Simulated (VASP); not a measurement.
Runs of VASP 6.6.1 on TiAl (vib). The structure is that of space group Pm-3m (No. 221), or close to it. The cells are those of the table. 

| task | cell | k mesh | cutoff (eV) | smearing | gap on the mesh (eV) | pressure (GPa) | relaxed volume (Å³/atom) |
| --- | --- | --- | --- | --- | --- | --- | --- |
| single point | a = 3.129 Å, 2 atoms | 10 × 10 × 10 | 520 | fermi-dirac 0.15 eV | none | 0.2 | - |
| relaxation of cell and atoms | relaxed from a = 3.124 Å, 2 atoms | 10 × 10 × 10 | 600 | fermi-dirac 0.15 eV | none | 0.0 | 15.33 |
| relaxation of cell and atoms | relaxed from a = 3.179 Å, 2 atoms | 10 × 10 × 10 | 600 | gaussian 0.1 eV | none | 0.0 | 15.27 |
| single point | a = 3.124 Å, 2 atoms | 10 × 10 × 10 | 520 | gaussian 0.1 eV | none | 0.2 | - |
| single point | a = 3.179 Å, 2 atoms | 6 × 6 × 6 | 520 | gaussian 0.1 eV | none | (a) | - |

Alike in all rows: level LDA; potentials or basis VASP PAW LDA potentials, release 64 (Ti_sv, Al); no spin polarisation.

Task: Fill in the values left out.

Result: (a) -6.0.

A gap of «none» marks levels without a gap at the run's occupations.
